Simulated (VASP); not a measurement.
Here is a VASP 6.6.1 calculation.

The input INCAR:

```
SYSTEM = Y
ALGO     = Normal         ! electronic algorithm
EDIFF    = 1E-6           ! SCF threshold, eV
ENCUT    = 520            ! plane-wave cutoff, eV
GGA      = CA             ! functional
ISIF     = 2              ! what is computed and relaxed
ISMEAR   = -1             ! smearing method
LASPH    = .True.         ! aspherical terms in the spheres
LCHARG   = .True.         ! write CHGCAR
LELF     = .True.         ! ELF
LREAL    = .False.        ! projectors in reciprocal space
LVHAR    = .True.       
LWAVE    = .False.        ! write WAVECAR
NBANDS   = 12             ! bands
NELM     = 100            ! most SCF steps
PREC     = Accurate       ! precision mode
SIGMA    = 0.05           ! smearing width, eV
```

File KPOINTS:

```
k-points
0
Gamma
  13 13 13
  0 0 0
```

Contents of POSCAR:

```
Y
1.0
    0.0000000000      2.5337378637      2.5337378637
    2.5337378637      0.0000000000      2.5337378637
    2.5337378637      2.5337378637      0.0000000000
Y
1
Direct
    0.0000000000      0.0000000000      0.0000000000
```

Potentials or basis: VASP PAW LDA potentials, release 64 (Y_sv).

Launch:

```console
$ cat potpaw_LDA.64/Y_sv/POTCAR > POTCAR
$ mpirun -np 1 vasp_std > vasp.out
```

What does it give for the pressure?

-4.0 GPa.
